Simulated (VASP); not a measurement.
# Na in VASP: a series of runs

Runs on Na. Level: PBE. Tasks: electric field gradients.

Program: VASP 6.6.1. These are calculated values, not measurements. Logs are shortened: lines on timing, memory, paths and dates and some standing lists are left out, and cuts for length are marked.

## (1) The cell of the first run

Symmetry: I4/mmm, No. 139, tetragonal system. The conventional cell has a = 4.362 Å, b = 4.362 Å, c = 4.235 Å, α = 90.00°, β = 90.00°, γ = 90.00°. Within 4.9 Å of Na (site symmetry 4/mmm) lie 14 Na at 3.74 to 4.36 Å.

## (2) Electric field gradients, PBE (equal xx and yy strain of +3 %)

The input, INCAR:

```
PREC = Accurate
ENCUT = 520
EDIFF = 1E-8
ISMEAR = -1
SIGMA = 0.05
LREAL = False
LASPH = True
NELM = 60
ALGO = Normal
ISIF = 2
LWAVE = False
LCHARG = False
GGA = PE
LEFG = True
NBANDS = 10
```

The input, KPOINTS:

```
regular mesh
0
Gamma
  12 12 12
```

The input, POSCAR:

```
Na
1.0
   -2.1810250000      2.1810250000      2.1175000000
    2.1810250000     -2.1810250000      2.1175000000
    2.1810250000      2.1810250000     -2.1175000000
Na
1
Direct
    0.0000000000      0.0000000000      0.0000000000
```

Potentials or basis: VASP PAW PBE potentials, release 64 (Na_pv).

Run with:

```console
$ cat potpaw_PBE.64/Na_pv/POTCAR > POTCAR
$ mpirun -np 1 vasp_std > vasp.out
```

OUTCAR:

```text
PREC = Accurate
   ENCUT = 520
   EDIFF = 1E-8
   ISMEAR = -1
   LREAL = False
   LASPH = True
   NELM = 60
   ISIF = 2
   GGA = PE

 ion  position               nearest neighbor table
   1  0.000  0.000  0.000-

  LATTYP: Found a body centered tetragonal cell.
 ALAT       =     4.3620500000
 C/A-ratio  =     0.9708737864

  Lattice vectors:

 A1 = (  -2.1810250000,   2.1810250000,   2.1175000000)
 A2 = (   2.1810250000,  -2.1810250000,   2.1175000000)
 A3 = (   2.1810250000,   2.1810250000,  -2.1175000000)

Analysis of symmetry for initial positions (statically):
=====================================================================
 Subroutine PRICEL returns:
 Original cell was already a primitive cell.

 Routine SETGRP: Setting up the symmetry group for a
 body centered tetragonal supercell.

 Subroutine GETGRP returns: Found 16 space group operations
 (whereof 16 operations were pure point group operations)
 out of a pool of 16 trial point group operations.

The static configuration has the point symmetry D_4h.

Analysis of symmetry for dynamics (positions and initial velocities):
=====================================================================
 Subroutine PRICEL returns:
 Original cell was already a primitive cell.

 Routine SETGRP: Setting up the symmetry group for a
 body centered tetragonal supercell.

 Subroutine GETGRP returns: Found 16 space group operations
 (whereof 16 operations were pure point group operations)
 out of a pool of 16 trial point group operations.

The dynamic configuration has the point symmetry D_4h.

 Subroutine INISYM returns: Found 16 space group operations
 (whereof 16 operations are pure point group operations),
 and found     1 'primitive' translations

----------------------------------------------------------------------------------------

                                     Primitive cell

  volume of cell :      40.2907

  direct lattice vectors                    reciprocal lattice vectors
    -2.181025000  2.181025000  2.117500000     0.000000000  0.229250009  0.236127509
     2.181025000 -2.181025000  2.117500000     0.229250009  0.000000000  0.236127509
     2.181025000  2.181025000 -2.117500000     0.229250009  0.229250009  0.000000000

  length of vectors
     3.741329490  3.741329490  3.741329490     0.329107531  0.329107531  0.324208471

  position of ions in fractional coordinates (direct lattice)
     0.000000000  0.000000000  0.000000000

  ion indices of the primitive-cell ions
   primitive index   ion index
                 1           1

----------------------------------------------------------------------------------------

 KPOINTS: regular mesh

Automatic generation of k-mesh.
 Grid dimensions read from file:
 generate k-points for:   12   12   12

 Generating k-lattice:

  Cartesian coordinates                     Fractional coordinates (reciprocal lattice)
     0.000000000  0.019104167  0.019677292     0.083333333  0.000000000  0.000000000
     0.019104167  0.000000000  0.019677292     0.000000000  0.083333333  0.000000000
     0.019104167  0.019104167  0.000000000     0.000000000  0.000000000  0.083333333

  Length of vectors
     0.027425628  0.027425628  0.027017373

  Shift w.r.t. Gamma in fractional coordinates (k-lattice)
     0.000000000  0.000000000  0.000000000

 Subroutine IBZKPT returns following result:
 ===========================================

 Found    163 irreducible k-points:

 Following reciprocal coordinates:
            Coordinates               Weight
  0.000000  0.000000  0.000000      1.000000
  0.083333  0.000000 -0.000000      8.000000
  0.166667  0.000000 -0.000000      8.000000
  0.250000  0.000000 -0.000000      8.000000
  0.333333  0.000000 -0.000000      8.000000
  0.416667  0.000000 -0.000000      8.000000
[... 16 lines left out ...]
  0.500000  0.166667 -0.000000     16.000000
 -0.416667  0.166667  0.000000     16.000000
 [... further k-points ...]
   k-points           NKPTS =    163   k-points in BZ     NKDIM =    163   number of bands    NBANDS=     10
   number of dos      NEDOS =    301   number of ions     NIONS =      1
   total plane-waves  NPLWV =  21952
   dimension x,y,z NGX =    28 NGY =   28 NGZ =   28
   dimension x,y,z NGXF=    56 NGYF=   56 NGZF=   56
   ions per type =               1
   NGX,Y,Z   is equivalent  to a cutoff of  12.44, 12.44, 12.44 a.u.
   NGXF,Y,Z  is equivalent  to a cutoff of  24.88, 24.88, 24.88 a.u.
 SYSTEM =  unknown system
   PREC   = accura    normal or accurate (medium, high low for compatibility)
   ISTART =      0    job   : 0-new  1-cont  2-samecut
   ICHARG =      2    charge: 1-file 2-atom 10-const
   ISPIN  =      1    spin polarized calculation?
   LNONCOLLINEAR =      F non collinear calculations
   LSORBIT =      F    spin-orbit coupling
   LASPH  =      T    aspherical Exc in radial PAW
   ENCUT  =  520.0 eV  38.22 Ry    6.18 a.u.   6.96  6.96  6.96*2*pi/ulx,y,z
   NELM   =     60;   NELMIN=  2; NELMDL= -5     # of ELM steps
   EDIFF  = 0.1E-07   stopping-criterion for ELM
   LREAL  =      F    real-space projection
   EDIFFG = 0.1E-06   stopping-criterion for IOM
   NSW    =      0    number of steps for IOM
   IBRION =     -1    ionic relax: 0-MD 1-quasi-New 2-CG
   NFREE  =      0    steps in history (QN), initial steepest desc. (CG)
   ISIF   =      2    stress and relaxation
   ISYM   =      2    0-nonsym 1-usesym 2-fastsym
   POTIM  = 0.5000    time-step for ionic-motion
   TEBEG  =    0.0;   TEEND  =   0.0 temperature during run
   PSTRESS=    0.0 pullay stress
   NELECT =       7.0000    total number of electrons
   NUPDOWN=      -1.0000    fix difference up-down
   EMIN   =  10.00;   EMAX   =-10.00  energy-range for DOS
   EFERMI =   0.00;   METHOD = LEGACY
   ISMEAR =    -1;   SIGMA  =   0.05  broadening in eV -4-tet -1-fermi 0-gaus
   EFERMI_NEDOS =   21; number of points for ismear=-14 and -15
   IALGO  =     38    algorithm
   IMIX   =      4    mixing-type and parameters
     AMIX     =   0.40;   BMIX     =  1.00
     AMIX_MAG =   1.60;   BMIX_MAG =  1.00
  volume/ion in A,a.u.               =      40.29       271.89
  Fermi-wavevector in a.u.,A,eV,Ry     =   0.913495  1.726254 11.353684  0.834472
  Thomas-Fermi vector in A             =   2.038013
   LORBIT       =      0    0 simple, 1 ext, 2 COOP (PROOUT), +10 PAW based schemes
   GGA     = PE    functional components
   LHFCALC =     F    Hartree Fock is set to
   AEXX    =    0.0000 exact exchange contribution
   IVDW    =     0    specifies the selected vdW correction
   LEPSILON=     F    determine dielectric tensor
   LRPA    =     F    only Hartree local field effects (RPA)
 non-spin polarized calculation
  energy-cutoff  :      520.00
  volume of cell :       40.29
 maximum number of plane-waves:      1104
   NGX = 13   NGY = 13   NGZ = 13

 number of electron       6.9999998 magnetization

 Free energy of the ion-electron system (eV)
  ---------------------------------------------------
  ext. energy  EPLUGINS =         0.00000000
  ---------------------------------------------------
  free energy    TOTEN  =        -1.30536214 eV

  energy without entropy =       -1.30030222  energy(sigma->0) =       -1.30283218

 E-fermi :   0.0697     XC(G=0):  -6.2896

 val. band max:        0.0522565964   @ k =   0.3333   0.0833   0.0833
 cond. band min:       0.0888917434   @ k =   0.2500   0.2500  -0.0000
 fundamental gap:      0.0366351470
 Fermi energy:         0.0697401443

 k-point     1 :       0.0000    0.0000    0.0000
  band No.  band energies     occupation
      1     -24.8705      2.00000
      2     -24.8703      2.00000
      3     -24.8703      2.00000
      4      -3.0068      2.00000
      5      11.0225      0.00000
      6      11.4522      0.00000
      7      11.4522      0.00000
      8      12.0489      0.00000
      9      12.4743      0.00000
     10      12.5209      0.00000

 k-point     2 :       0.0833    0.0000   -0.0000
  band No.  band energies     occupation
      1     -24.8722      2.00000
      2     -24.8709      2.00000
      3     -24.8704      2.00000
      4      -2.8902      2.00000
      5       9.9727      0.00000
      6      10.4274      0.00000
      7      10.8492      0.00000
      8      11.2468      0.00000
      9      11.8075      0.00000
     10      12.8810      0.00000
[... 274 lines left out ...]
 k-point    24 :      -0.4167    0.1667    0.0000
  band No.  band energies     occupation
      1     -24.8902      2.00000
      2     -24.8783      2.00000
      3     -24.8722      2.00000
      4      -0.8638      2.00000
      5       4.4128      0.00000
      6       5.6051      0.00000
      7       8.3832      0.00000
      8      10.5370      0.00000
      9      12.4524      0.00000
     10      13.4742      0.00000

 [... further k-points ...]
[... 5 lines left out ...]
  --------------------------------------------------------------------------------------
  -------------------------------------------------------------------------------------
  Total       -0.1370239     -0.1370239     -0.1575847      0.0000000      0.0000000      0.0000000
  in kB       -5.4488150     -5.4488150     -6.2664254      0.0000000      0.0000000      0.0000000
  external PRESSURE =      -5.7213518 kB  Pullay stress =       0.0000000 kB

 VOLUME and BASIS-vectors are now :
 -----------------------------------------------------------------------------
  energy-cutoff  :      520.00
  volume of cell :       40.29
      direct lattice vectors                 reciprocal lattice vectors
    -2.181025000  2.181025000  2.117500000     0.000000000  0.229250009  0.236127509
     2.181025000 -2.181025000  2.117500000     0.229250009  0.000000000  0.236127509
     2.181025000  2.181025000 -2.117500000     0.229250009  0.229250009  0.000000000

 POSITION                                       TOTAL-FORCE (eV/Angst)
 -----------------------------------------------------------------------------------
      0.00000      0.00000      0.00000         0.000000      0.000000      0.000000
 -----------------------------------------------------------------------------------
    total drift:                                0.000000     -0.000000      0.000000

  FREE ENERGIE OF THE ION-ELECTRON SYSTEM (eV)
  ---------------------------------------------------
  free  energy   TOTEN  =        -1.3053621408 eV

  energy  without entropy=       -1.3003022242  energy(sigma->0) =       -1.30283218

 Electric field gradients (V/A^2)
---------------------------------------------------------------------
 ion       V_xx      V_yy      V_zz      V_xy      V_xz      V_yz
---------------------------------------------------------------------
   1      -0.077    -0.077     0.154     0.001     0.001     0.001
---------------------------------------------------------------------

 Electric field gradients after diagonalization (V/A^2)
 (convention: |V_zz| > |V_xx| > |V_yy|)
----------------------------------------------------------------------
 ion       V_xx      V_yy      V_zz     asymmetry (V_yy - V_xx)/ V_zz
----------------------------------------------------------------------
   1      -0.078    -0.076     0.154       0.017
----------------------------------------------------------------------

           NMR quadrupolar parameters

 Cq : quadrupolar parameter    Cq=e*Q*V_zz/h
 eta: asymmetry parameters     (V_yy - V_xx)/ V_zz
 Q  : nuclear electric quadrupole moment in mb (millibarn)
----------------------------------------------------------------------
 ion       Cq(MHz)       eta       Q (mb)
----------------------------------------------------------------------
   1       0.000       0.017       1.000
----------------------------------------------------------------------
```

It took 1.7 min on 1 thread of AMD EPYC 7R13, shared host; peak memory 0.16 GiB.

Results:

```yaml
Free_energy: -1.3054 eV
Pressure: -0.6 GPa
```

Levels at points of the mesh, in eV from the Fermi level:
| k point | band 1 | band 2 | band 3 | band 4 | band 5 | band 6 | band 7 | band 8 | band 9 |
| --- | --- | --- | --- | --- | --- | --- | --- | --- | --- |
| (0.00, 0.00, 0.00) | -24.94 | -24.94 | -24.94 | -3.08 | 10.95 | 11.38 | 11.38 | 11.98 | 12.40 |
| (0.50, 0.00, 0.00) | -24.97 | -24.95 | -24.94 | 0.80 | 1.20 | 7.78 | 8.52 | 8.70 | 9.72 |
| (0.50, 0.50, 0.00) | -24.97 | -24.95 | -24.94 | 0.70 | 1.07 | 8.14 | 8.88 | 9.07 | 9.92 |
| (0.50, 0.50, 0.50) | -24.96 | -24.96 | -24.96 | 4.30 | 4.49 | 4.49 | 4.52 | 4.98 | 7.08 |

Caveat: the cell differs from its parent crystal (equal xx and yy strain of +3 %); without QUAD_EFG the Cq values of the log hold for a quadrupole moment of 1 mb, not for the nuclei.

## (3) Electric field gradients, PBE (equal xy, yz and zx shear strains of -3 %)

The input, INCAR:

```
SYSTEM = Na
PREC = Accurate
ENCUT = 520
EDIFF = 1E-8
ISMEAR = -1
SIGMA = 0.05
LREAL = .FALSE.
LASPH = .TRUE.
NELM = 80
ALGO = Normal
ISIF = 2
LWAVE = .FALSE.
LCHARG = .FALSE.
GGA = PE
LEFG = .TRUE.
NBANDS = 10
```

The input, KPOINTS:

```
regular mesh
0
G
  12 12 12
  0 0 0
```

The input, POSCAR:

```
Na
1.0
   -2.1810250000      2.1175000000      2.1175000000
    2.1175000000     -2.1810250000      2.1175000000
    2.1175000000      2.1175000000     -2.1810250000
Na
1
Direct
    0.0000000000      0.0000000000      0.0000000000
```

Potentials or basis: VASP PAW PBE potentials, release 64 (Na_pv).

Run with:

```console
$ cat potpaw_PBE.64/Na_pv/POTCAR > POTCAR
$ mpirun -np 1 vasp_std > vasp.out
```

OUTCAR:

```text
SYSTEM = Na
   PREC = Accurate
   ENCUT = 520
   EDIFF = 1E-8
   ISMEAR = -1
   LREAL = .FALSE.
   LASPH = .TRUE.
   NELM = 80
   ISIF = 2
   GGA = PE

 ion  position               nearest neighbor table
   1  0.000  0.000  0.000-

  LATTYP: Found a trigonal (rhomboedric) cell.
 ALAT       =     3.7046568735
 COS(alpha) =    -0.3463033748

  Lattice vectors:

 A1 = (  -2.1810250000,   2.1175000000,   2.1175000000)
 A2 = (   2.1175000000,  -2.1810250000,   2.1175000000)
 A3 = (   2.1175000000,   2.1175000000,  -2.1810250000)

Analysis of symmetry for initial positions (statically):
=====================================================================
 Subroutine PRICEL returns:
 Original cell was already a primitive cell.

 Routine SETGRP: Setting up the symmetry group for a
[... 494 lines left out ...]
  external PRESSURE =      -1.8663484 kB  Pullay stress =       0.0000000 kB

 VOLUME and BASIS-vectors are now :
 -----------------------------------------------------------------------------
  energy-cutoff  :      520.00
  volume of cell :       37.95
      direct lattice vectors                 reciprocal lattice vectors
    -2.181025000  2.117500000  2.117500000     0.007194988  0.239832928  0.239832928
     2.117500000 -2.181025000  2.117500000     0.239832928  0.007194988  0.239832928
     2.117500000  2.117500000 -2.181025000     0.239832928  0.239832928  0.007194988

 POSITION                                       TOTAL-FORCE (eV/Angst)
 -----------------------------------------------------------------------------------
      0.00000      0.00000      0.00000         0.000000     -0.000000     -0.000000
 -----------------------------------------------------------------------------------
    total drift:                                0.000000      0.000000      0.000000

  FREE ENERGIE OF THE ION-ELECTRON SYSTEM (eV)
  ---------------------------------------------------
  free  energy   TOTEN  =        -1.3092209680 eV

  energy  without entropy=       -1.3043403984  energy(sigma->0) =       -1.30678068

 Electric field gradients (V/A^2)
---------------------------------------------------------------------
 ion       V_xx      V_yy      V_zz      V_xy      V_xz      V_yz
---------------------------------------------------------------------
   1      -0.000    -0.000    -0.000     0.340     0.340     0.340
---------------------------------------------------------------------

 Electric field gradients after diagonalization (V/A^2)
 (convention: |V_zz| > |V_xx| > |V_yy|)
----------------------------------------------------------------------
 ion       V_xx      V_yy      V_zz     asymmetry (V_yy - V_xx)/ V_zz
----------------------------------------------------------------------
   1      -0.340    -0.340     0.680       0.000
----------------------------------------------------------------------

           NMR quadrupolar parameters

 Cq : quadrupolar parameter    Cq=e*Q*V_zz/h
 eta: asymmetry parameters     (V_yy - V_xx)/ V_zz
 Q  : nuclear electric quadrupole moment in mb (millibarn)
----------------------------------------------------------------------
 ion       Cq(MHz)       eta       Q (mb)
----------------------------------------------------------------------
   1       0.002       0.000       1.000
----------------------------------------------------------------------
```

It took 2.1 min on 1 thread of AMD EPYC 7R13, shared host; peak memory 0.16 GiB.

What came out:

```yaml
Free_energy: -1.3092 eV
Pressure: -0.2 GPa
```

Electric field gradients, principal values (V/Å²):
```tsv
atom	least	middle	greatest (by size)
1 Na	-0.340	-0.340	0.680
```

Caveat: the cell differs from its parent crystal (equal xy, yz and zx shear strains of -3 %); without QUAD_EFG the Cq values of the log hold for a quadrupole moment of 1 mb, not for the nuclei.

[end of part 1 of 2]
